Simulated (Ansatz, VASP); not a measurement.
BaZrO3 in VASP and in Ansatz

```xyz
5
Lattice="4.1913 0.0000 0.0000 0.0000 4.1913 0.0000 0.0000 0.0000 4.1913" Properties=species:S:1:pos:R:3 pbc="T T T"
Ba    0.0000    0.0000    0.0000
Zr    2.0957    2.0957    2.0957
O     2.0957    2.0957    0.0000
O     2.0957    0.0000    2.0957
O     0.0000    2.0957    2.0957
```

Alike in both runs: functional BLYP; k mesh 6 × 6 × 6; occupations fermi-dirac, width 0.05 eV; no spin polarisation.

```csv
,VASP,Ansatz
version,VASP 6.6.1,Ansatz 0.2.0
potentials or method,"VASP PAW PBE potentials, release 64 (Ba_sv, Zr_sv, O_h)",Ansatz PAW
plane-wave cutoff (eV),910,420
valence electrons in the cell,40,40
task,single point,band structure
```

```tsv
	VASP	Ansatz	Ansatz less VASP
gap on the k mesh at the Fermi level (eV)	3.28	3.33	+0.053
least direct gap on the mesh (eV)	3.50	3.53	+0.031
```

VASP's potentials were made for PBE, not for BLYP.

Spin-orbit coupling is off throughout. Noted on VASP's run: the cutoff is short for stress, so the pressure is rough.
